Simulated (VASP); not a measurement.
A run of VASP 6.6.1:

INCAR

```
PREC = Accurate
ENCUT = 600
EDIFF = 1E-7
ISMEAR = 0
SIGMA = 0.1
LREAL = F
LASPH = T
NELM = 80
ALGO = Normal
ISIF = 3
LWAVE = F
LCHARG = F
GGA = PE
IBRION = 2
NSW = 90
EDIFFG = -0.04
```

The input KPOINTS:

```
Automatic mesh
0
Gamma
  6 6 6
```

Contents of POSCAR:

```
BeAu2S2
1.0
   -2.0122549900      2.8476351700      4.2327265800
    2.0122549900     -2.8476351700      4.2327265800
    2.0122549900      2.8476351700     -4.2327265800
Be S Au
1 2 2
Direct
    0.0000000000      0.0000000000      0.0000000000
    0.7106999900      0.5000000000      0.2106999900
    0.2893000100      0.5000000000      0.7893000100
    0.2888699900      0.7888699900      0.5000000000
    0.7111300100      0.2111300100      0.5000000000
```

Potentials or basis: VASP PAW PBE potentials, release 64 (Be, S, Au).

The run is started by

```bash
$ cat potpaw_PBE.64/Be/POTCAR potpaw_PBE.64/S/POTCAR potpaw_PBE.64/Au/POTCAR > POTCAR
$ mpirun -np 1 vasp_std > vasp.out
```

Hardware: 1 thread of Intel(R) Xeon(R) Platinum 8259CL CPU @ 2.50GHz (Skylake/Cascade Lake), with other jobs on the host.

Problem. Estimate the wall time of this run.

Solution. Wall time 74 min on 1 thread of Intel(R) Xeon(R) Platinum 8259CL CPU @ 2.50GHz (Skylake/Cascade Lake), on a shared host, peak memory 0.46 GiB. Counts: scf iterations 316, k points 46, ion steps 34.
